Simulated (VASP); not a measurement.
Crystal: Nb3Sn.

```
CELL_PARAMETERS angstrom
4.17783 0.00000 0.00000
0.00000 4.17783 0.00000
0.00000 0.00000 4.17783
ATOMIC_POSITIONS crystal
Nb 0.00000 0.50000 0.50000
Nb 0.50000 0.00000 0.50000
Nb 0.50000 0.50000 0.00000
Sn 0.00000 0.00000 0.00000
```

| Item | Value |
| --- | --- |
| Program | VASP 6.6.1 |
| Task | relaxation of cell and atoms |
| Functional | PBE |
| Potentials or basis | VASP PAW PBE potentials, release 64 (Nb_sv, Sn_d) |
| Cutoff | 590 eV |
| k mesh | 4 × 4 × 4 |
| Occupations | gaussian, width 0.1 eV |
| Spin | no spin polarisation |

At the start: pressure 6.2 GPa; volume 18.23 Å³/atom.

Problem. How do energy, volume and symmetry change on relaxing?

Solution. Over 3 steps the energy falls by 12.4 meV/atom and the volume is 18.91 Å³/atom (+3.7 %); space group Pm-3m (No. 221, to 0.1 Å) before and after.

The path:
```csv
step,energy change (eV),largest force (eV/Å),pressure (GPa),volume (Å³)
1,0.0000,0.0000,6.17,72.92
2,0.0978,0.0000,-8.95,80.58
3,-0.0496,0.0000,-0.10,75.63
```

Final structure:
```
Nb Sn
1.0
     4.22902    0.00000    0.00000
     0.00000    4.22902    0.00000
     0.00000    0.00000    4.22902
Nb Sn
3 1
Direct
  0.00000 0.50000 0.50000
  0.50000 0.00000 0.50000
  0.50000 0.50000 0.00000
  0.00000 0.00000 0.00000
```

Caveat: the k points lie up to 0.37 Å⁻¹ apart in the final cell, too coarse for converged energies and pressures of a metal.
